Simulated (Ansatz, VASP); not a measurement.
## Ti2Mo3: VASP beside Ansatz

```
Mo Ti
1.0
     2.84799    0.00000    0.00000
    -1.06465    2.64151    0.00000
     0.00000    0.00000   23.50144
Mo Ti
3 2
Direct
  0.00000 0.00000 0.31913
  0.00000 0.00000 0.50000
  0.00000 0.00000 0.68087
  0.50000 0.50000 0.40956
  0.50000 0.50000 0.59044
```

Alike in both runs: task single point; functional LDA; k mesh 10 × 10 × 1; occupations fermi-dirac, width 0.05 eV; no spin polarisation.

|  | VASP | Ansatz |
| --- | --- | --- |
| version | VASP 6.6.1 | Ansatz 0.2.0 |
| potentials or method | VASP PAW LDA potentials, release 64 (Mo_sv, Ti_sv), cutoff 400 eV | all-electron LAPW, scalar-relativistic |

|  | VASP | Ansatz | Ansatz less VASP |
| --- | --- | --- | --- |
| gap on the k mesh at the Fermi level (eV) | none | none | - |
| rms of the force components (eV/Å) | 0.266 | 0.276 | +0.0102 |

LDA's correlation is that of Perdew and Zunger in VASP and of Perdew and Wang (1992) in Ansatz. A gap of «none» marks a metal or a gap that the smearing closes. Ansatz ran all-electron here, and VASP with PAW potentials.
